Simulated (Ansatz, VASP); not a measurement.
**Si2Mo: VASP beside Ansatz**

```xyz
9
Lattice="4.5855 0.0000 0.0000 -2.2927 3.9711 0.0000 0.0000 0.0000 6.5798" Properties=species:S:1:pos:R:3 pbc="T T T"
Mo    1.1464    1.9856    5.4831
Mo   -1.1464    1.9856    1.0966
Mo    2.2927    0.0000    3.2899
Si    0.0000    1.3015    3.2899
Si    1.1656    3.3204    1.0966
Si    3.4583    0.6508    5.4831
Si    2.2927    2.6696    3.2899
Si    1.1272    0.6508    1.0966
Si   -1.1656    3.3204    5.4831
```

Alike in both runs: task single point; functional PBE; k mesh 7 × 7 × 4; occupations gaussian, width 0.014 eV; no spin polarisation.

```csv
,VASP,Ansatz
version,VASP 6.6.1,Ansatz 0.2.0
potentials or method,"VASP PAW PBE potentials, release 64 (Mo_sv, Si)",Ansatz PAW
plane-wave cutoff (eV),520,420
valence electrons in the cell,66,66
```

|  | VASP | Ansatz | Ansatz less VASP |
| --- | --- | --- | --- |
| gap on the k mesh at the Fermi level (eV) | 0.27 | 0.27 | +0.003 |
| least direct gap on the mesh (eV) | 0.63 | 0.63 | +0.001 |
| pressure (GPa) | 3.7 | 3.5 | -0.16 |
| traceless stress, the component that is largest in VASP (GPa) | -0.13 | -0.11 | +0.014 |
| rms of the force components (eV/Å) | 0.003 | 0.005 | +0.0022 |

Atom by atom the forces differ by 0.002 eV/Å (rms over components).

Noted on Ansatz's run: odd divisions of the mesh miss points on the zone boundary, where band edges often lie, so the gap on the mesh can be too wide.
